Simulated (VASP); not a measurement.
# Tl (P6_3/mmc) in VASP: further runs

Tl is run at these levels: PBE+D3(BJ); tasks: relaxation of cell and atoms, single point.

Program: VASP 6.6.1. These are calculated values, not measurements. Logs are shortened: lines on timing, memory, paths and dates and some standing lists are left out, and cuts for length are marked.

## 1. The cell of the first run

Symmetry: P6_3/mmc, No. 194, hexagonal system. The conventional cell has a = 3.456 Å, b = 3.456 Å, c = 5.525 Å, α = 90.00°, β = 90.00°, γ = 120.00°. Within 4.5 Å of Tl (site symmetry -6m2) lie 12 Tl at 3.41 to 3.46 Å.

## 2. Relaxation of cell and atoms, PBE+D3(BJ)

INCAR

```
ALGO = Fast
EDIFF = 1E-6
EDIFFG = -0.005
ENCUT = 600
GGA = PE
IBRION = 2
ISIF = 3
ISMEAR = 0
IVDW = 12
LASPH = True
LCHARG = False
LREAL = False
LWAVE = False
NELM = 80
NSW = 100
PREC = Accurate
SIGMA = 0.1
```

KPOINTS

```
k-points
0
Gamma
  15 15 8
```

POSCAR

```
Tl
1.0
    3.4559983565      0.0000000000      0.0000000000
   -1.7279991783      2.9929823722      0.0000000000
    0.0000000000      0.0000000000      5.5250000000
Tl
2
Direct
    0.3333333333      0.6666666667      0.2500000000
    0.6666666667      0.3333333333      0.7500000000
```

Potentials or basis: VASP PAW PBE potentials, release 64 (Tl_d).

Started as:

```console
> cat potpaw_PBE.64/Tl_d/POTCAR > POTCAR
> mpirun -np 1 vasp_std > vasp.out
```

OUTCAR:

```text
EDIFF = 1E-6
   EDIFFG = -0.005
   ENCUT = 600
   GGA = PE
   IBRION = 2
   ISIF = 3
   ISMEAR = 0
   IVDW = 12
   LASPH = True
   LREAL = False
   NELM = 80
   NSW = 100
   PREC = Accurate
 IVDW          = 12

 ion  position               nearest neighbor table
   1  0.333  0.667  0.250-   2 3.41   2 3.41   2 3.41   2 3.41   2 3.41   2 3.41
   2  0.667  0.333  0.750-   1 3.41   1 3.41   1 3.41   1 3.41   1 3.41   1 3.41

  LATTYP: Found a hexagonal cell.
 ALAT       =     3.4559983565
 C/A-ratio  =     1.5986697417

  Lattice vectors:

 A1 = (   3.4559983565,   0.0000000000,   0.0000000000)
 A2 = (  -1.7279991783,   2.9929823722,   0.0000000000)
 A3 = (   0.0000000000,   0.0000000000,   5.5250000000)

Analysis of symmetry for initial positions (statically):
=====================================================================
 Subroutine PRICEL returns:
 Original cell was already a primitive cell.

 Routine SETGRP: Setting up the symmetry group for a
 hexagonal supercell.

 Subroutine GETGRP returns: Found 24 space group operations
 (whereof 12 operations were pure point group operations)
 out of a pool of 24 trial point group operations.

The static configuration has the point symmetry D_3d.
 The point group associated with its full space group is D_6h.

Analysis of symmetry for dynamics (positions and initial velocities):
=====================================================================
 Subroutine PRICEL returns:
 Original cell was already a primitive cell.

 Routine SETGRP: Setting up the symmetry group for a
 hexagonal supercell.

 Subroutine GETGRP returns: Found 24 space group operations
 (whereof 12 operations were pure point group operations)
 out of a pool of 24 trial point group operations.

The dynamic configuration has the point symmetry D_3d.
 The point group associated with its full space group is D_6h.

 Subroutine INISYM returns: Found 24 space group operations
 (whereof 12 operations are pure point group operations),
 and found     1 'primitive' translations

----------------------------------------------------------------------------------------

                                     Primitive cell

  volume of cell :      57.1492

  direct lattice vectors                    reciprocal lattice vectors
     3.455998356  0.000000000  0.000000000     0.289351989  0.167057449  0.000000000
    -1.727999178  2.992982372  0.000000000     0.000000000  0.334114898  0.000000000
     0.000000000  0.000000000  5.525000000     0.000000000  0.000000000  0.180995475

  length of vectors
     3.455998356  3.455998357  5.525000000     0.334114898  0.334114898  0.180995475

  position of ions in fractional coordinates (direct lattice)
     0.333333333  0.666666667  0.250000000
     0.666666667  0.333333333  0.750000000

  ion indices of the primitive-cell ions
   primitive index   ion index
                 1           1
                 2           2

----------------------------------------------------------------------------------------

 KPOINTS: k-points

Automatic generation of k-mesh.
 Grid dimensions read from file:
 generate k-points for:   15   15    8

 Generating k-lattice:

  Cartesian coordinates                     Fractional coordinates (reciprocal lattice)
     0.019290133  0.011137163  0.000000000     0.066666667  0.000000000  0.000000000
     0.000000000  0.022274327  0.000000000     0.000000000  0.066666667  0.000000000
     0.000000000  0.000000000  0.022624434     0.000000000  0.000000000  0.125000000

  Length of vectors
     0.022274327  0.022274327  0.022624434

  Shift w.r.t. Gamma in fractional coordinates (k-lattice)
     0.000000000  0.000000000  0.000000000

 Subroutine IBZKPT returns following result:
 ===========================================

 Found    135 irreducible k-points:

 Following reciprocal coordinates:
            Coordinates               Weight
  0.000000  0.000000  0.000000      1.000000
  0.066667  0.000000  0.000000      6.000000
  0.133333  0.000000  0.000000      6.000000
  0.200000  0.000000  0.000000      6.000000
  0.266667  0.000000  0.000000      6.000000
  0.333333  0.000000  0.000000      6.000000
[... 16 lines left out ...]
  0.333333  0.200000  0.000000     12.000000
  0.400000  0.200000  0.000000      6.000000
 [... further k-points ...]
   k-points           NKPTS =    135   k-points in BZ     NKDIM =    135   number of bands    NBANDS=     17
   number of dos      NEDOS =    301   number of ions     NIONS =      2
   total plane-waves  NPLWV =  37632
   dimension x,y,z NGX =    28 NGY =   28 NGZ =   48
   dimension x,y,z NGXF=    56 NGYF=   56 NGZF=   96
   ions per type =               2
   NGX,Y,Z   is equivalent  to a cutoff of  13.47, 13.47, 14.44 a.u.
   NGXF,Y,Z  is equivalent  to a cutoff of  26.94, 26.94, 28.89 a.u.
 SYSTEM =  unknown system
   PREC   = accura    normal or accurate (medium, high low for compatibility)
   ISTART =      0    job   : 0-new  1-cont  2-samecut
   ICHARG =      2    charge: 1-file 2-atom 10-const
   ISPIN  =      1    spin polarized calculation?
   LNONCOLLINEAR =      F non collinear calculations
   LSORBIT =      F    spin-orbit coupling
   LASPH  =      T    aspherical Exc in radial PAW
   ENCUT  =  600.0 eV  44.10 Ry    6.64 a.u.   6.90  6.90 11.03*2*pi/ulx,y,z
   NELM   =     80;   NELMIN=  2; NELMDL= -5     # of ELM steps
   EDIFF  = 0.1E-05   stopping-criterion for ELM
   LREAL  =      F    real-space projection
   EDIFFG = -.5E-02   stopping-criterion for IOM
   NSW    =    100    number of steps for IOM
   IBRION =      2    ionic relax: 0-MD 1-quasi-New 2-CG
   NFREE  =      1    steps in history (QN), initial steepest desc. (CG)
   ISIF   =      3    stress and relaxation
   ISYM   =      2    0-nonsym 1-usesym 2-fastsym
   POTIM  = 0.5000    time-step for ionic-motion
   TEBEG  =    0.0;   TEEND  =   0.0 temperature during run
   PSTRESS=    0.0 pullay stress
   NELECT =      26.0000    total number of electrons
   NUPDOWN=      -1.0000    fix difference up-down
   EMIN   =  10.00;   EMAX   =-10.00  energy-range for DOS
   EFERMI =   0.00;   METHOD = LEGACY
   ISMEAR =     0;   SIGMA  =   0.10  broadening in eV -4-tet -1-fermi 0-gaus
   EFERMI_NEDOS =   21; number of points for ismear=-14 and -15
   IALGO  =     68    algorithm
   IMIX   =      4    mixing-type and parameters
     AMIX     =   0.40;   BMIX     =  1.00
     AMIX_MAG =   1.60;   BMIX_MAG =  1.00
  volume/ion in A,a.u.               =      28.57       192.83
  Fermi-wavevector in a.u.,A,eV,Ry     =   1.259107  2.379367 21.570001  1.585350
  Thomas-Fermi vector in A             =   2.392683
   LORBIT       =      0    0 simple, 1 ext, 2 COOP (PROOUT), +10 PAW based schemes
   GGA     = PE    functional components
   LHFCALC =     F    Hartree Fock is set to
   AEXX    =    0.0000 exact exchange contribution
   IVDW    =    12    specifies the selected vdW correction
   LEPSILON=     F    determine dielectric tensor
   LRPA    =     F    only Hartree local field effects (RPA)
 conjugate gradient relaxation of ions
 non-spin polarized calculation
 RMM-DIIS sequential band-by-band and
 Gauss-broadening in eV      SIGMA  =   0.10
  energy-cutoff  :      600.00
  volume of cell :       57.15
 maximum number of plane-waves:      1929
 NGX is ok and might be reduce to    28
   NGX = 13   NGY = 13   NGZ = 23

--------------------------------------- Ionic step        1  -------------------------------------------

 number of electron      25.9999999 magnetization

 Free energy of the ion-electron system (eV)
  ---------------------------------------------------
  ext. energy  EPLUGINS =         0.00000000
  ---------------------------------------------------
  free energy    TOTEN  =        -4.40066786 eV

  energy without entropy =       -4.39592374  energy(sigma->0) =       -4.39829580

------------------------ aborting loop because EDIFF is reached ----------------------------------------

 Edisp (eV)   -0.68598

 E8    (eV) :    -0.3587

  FORCE on cell =-STRESS in cart. coord.  units (eV):
  Direction    XX          YY          ZZ          XY          YZ          ZX
  --------------------------------------------------------------------------------------
  -------------------------------------------------------------------------------------
  Total       0.46580     0.46580     0.34811    -0.00000     0.00000    -0.00000
  in kB      13.05869    13.05869     9.75938    -0.00000     0.00000    -0.00000
  external pressure =       11.96 kB  Pullay stress =        0.00 kB
[... 97 lines left out ...]
  FREE ENERGIE OF THE ION-ELECTRON SYSTEM (eV)
  ---------------------------------------------------
  free  energy   TOTEN  =        -5.0939473422 eV

  energy  without entropy=       -5.0892868533  energy(sigma->0) =       -5.09161710

[... ionic steps 4 to 10 ...]

--------------------------------------- Ionic step       11  -------------------------------------------

 number of electron      26.0000001 magnetization

------------------------ aborting loop because EDIFF is reached ----------------------------------------

 Edisp (eV)   -0.66220

 E8    (eV) :    -0.3462
[... 69 lines left out ...]
  energy  without entropy=       -5.0915185652  energy(sigma->0) =       -5.09325430

--------------------------------------- Ionic step       13  -------------------------------------------

 number of electron      26.0000001 magnetization

 Free energy of the ion-electron system (eV)
  ---------------------------------------------------
  ext. energy  EPLUGINS =         0.00000000
  ---------------------------------------------------
  free energy    TOTEN  =        -4.43363718 eV

  energy without entropy =       -4.43016453  energy(sigma->0) =       -4.43190085

 E-fermi :   6.2248     XC(G=0): -10.0171

 val. band max:        6.1852419681   @ k =   0.2667   0.1333   0.0000
 cond. band min:       6.2402929998   @ k =   0.0667   0.0667   0.2500
 fundamental gap:      0.0550510317
 Fermi energy:         6.2247918216

 k-point     1 :       0.0000    0.0000    0.0000
  band No.  band energies     occupation
      1      -5.5199      2.00000
      2      -5.2986      2.00000
      3      -5.2986      2.00000
      4      -5.2914      2.00000
      5      -5.2452      2.00000
      6      -5.2452      2.00000
[... 9 lines left out ...]
     16      15.6986      0.00000
     17      15.6986      0.00000
[... 443 lines left out ...]
      1      -5.5563      2.00000
      2      -5.4844      2.00000
      3      -5.3252      2.00000
      4      -5.3190      2.00000
      5      -5.1744      2.00000
      6      -5.1036      2.00000
[... 9 lines left out ...]
     16       8.2173      0.00000
     17      10.0088      0.00000

 [... further k-points ...]

------------------------ aborting loop because EDIFF is reached ----------------------------------------

 Edisp (eV)   -0.66136

 E8    (eV) :    -0.3457

  FORCE on cell =-STRESS in cart. coord.  units (eV):
  Direction    XX          YY          ZZ          XY          YZ          ZX
  --------------------------------------------------------------------------------------
  -------------------------------------------------------------------------------------
  Total       0.00022     0.00022     0.00611    -0.00000     0.00000    -0.00000
  in kB       0.00596     0.00596     0.16524    -0.00000     0.00000    -0.00000
  external pressure =        0.06 kB  Pullay stress =        0.00 kB
[... 17 lines left out ...]
  FREE ENERGIE OF THE ION-ELECTRON SYSTEM (eV)
  ---------------------------------------------------
  free  energy   TOTEN  =        -5.0950006877 eV

  energy  without entropy=       -5.0915280435  energy(sigma->0) =       -5.09326437

 reached required accuracy - stopping structural energy minimisation
```

It took 6.7 min on 1 thread of AMD EPYC 9R45 (Zen 5), shared host; peak memory 0.27 GiB.

Results:

| Quantity | Value |
| --- | --- |
| Free energy | -5.0950 eV |
| Relaxed volume | 29.60 Å³/atom |
| Relaxed cell | a = 3.533 Å, b = 3.533 Å, c = 5.477 Å, α = 90.00°, β = 90.00°, γ = 120.00° |
| Space group after relaxing (to 0.1 Å) | P6_3/mmc (No. 194) |
| Energy gained by relaxing | 4.2 meV/atom |
| Ionic steps | 13 |
| Pressure after relaxing | 0.0 GPa |
| Band gap on the k mesh | zero (bands 13 and 14 overlap by 5.81 eV) |
| Dispersion energy per atom | -0.331 eV |

Step by step:
```
step  energy change (eV)  largest force (eV/Å)  pressure (GPa)  volume (Å³)
   1              0.0000                0.0000            1.20        57.15
   2             -0.0072                0.0000            0.09        58.93
   3             -0.0073                0.0000           -0.05        59.13
   4             -0.0073                0.0000            0.02        59.09
   5             -0.0076                0.0000            0.01        59.10
   6             -0.0079                0.0000            0.01        59.11
   7             -0.0083                0.0000            0.03        59.12
   8             -0.0079                0.0000            0.05        59.14
   9             -0.0083                0.0000            0.04        59.13
  10             -0.0083                0.0000            0.04        59.14
  11             -0.0083                0.0000            0.04        59.13
  12             -0.0083                0.0000           -0.06        59.28
  13             -0.0084                0.0000            0.01        59.21
```

Final structure:
```yaml
crystal:
  lattice:
    - [3.53295, 0.00000, 0.00000]
    - [-1.76647, 3.05962, 0.00000]
    - [0.00000, 0.00000, 5.47723]
  atoms:
    - { symbol: Tl, position: [0.33333, 0.66667, 0.25000] }
    - { symbol: Tl, position: [0.66667, 0.33333, 0.75000] }
```

Caveat: spin-orbit coupling is left out, which moves the levels of the heavy elements.

## 3. Single point, PBE+D3(BJ)

This run uses another cell than the first one, of 29.61 Å³/atom.

INCAR

```
SYSTEM = Tl
  ALGO = Normal
  EDIFF = 1E-6
  ENCUT = 500
  GGA = PE
  GGA_COMPAT = .False.
  ISIF = 2
  ISMEAR = 0
  IVDW = 12
  LASPH = .True.
  LCHARG = .True.
  LELF = .True.
  LREAL = .False.
  LVHAR = .True.
  LWAVE = .False.
  NBANDS = 20
  NELM = 120
  PREC = Accurate
  SIGMA = 0.1
```

KPOINTS

```
k-points
0
Gamma
  15 15 8
  0 0 0
```

POSCAR

```
Tl
1.0
    3.5345599524      0.0000000000      0.0000000000
   -1.7672799762      3.0610187100      0.0000000000
    0.0000000000      0.0000000000      5.4733823591
Tl
2
Direct
    0.3333333333      0.6666666667      0.2500000000
    0.6666666667      0.3333333333      0.7500000000
```

Potentials or basis: VASP PAW PBE potentials, release 64 (Tl_d).

Started as:

```console
> cat potpaw_PBE.64/Tl_d/POTCAR > POTCAR
> mpirun -np 1 vasp_std > vasp.out
```

Wall time 2.1 min (1 thread of Intel Xeon 8259CL, shared host); peak memory 0.27 GiB.

Results (log left out):

```yaml
Free_energy: -5.0957 eV
Pressure: -0.1 GPa
Band_gap_on_the_k_mesh: zero (bands 13 and 14 overlap by 5.82 eV)
Dispersion_energy_per_atom: -0.331 eV
```

Levels at points of the mesh, in eV from the Fermi level:
```tsv
k point	band 10	band 11	band 12	band 13	band 14	band 15	band 16	band 17
(0.00, 0.00, 0.00)	-11.11	-9.82	-4.84	-2.60	7.36	7.36	9.46	9.46
(0.00, 0.00, 0.50)	-11.21	-8.38	-8.38	3.67	3.67	8.37	8.37	8.37
```

Caveat: spin-orbit coupling is left out, which moves the levels of the heavy elements.
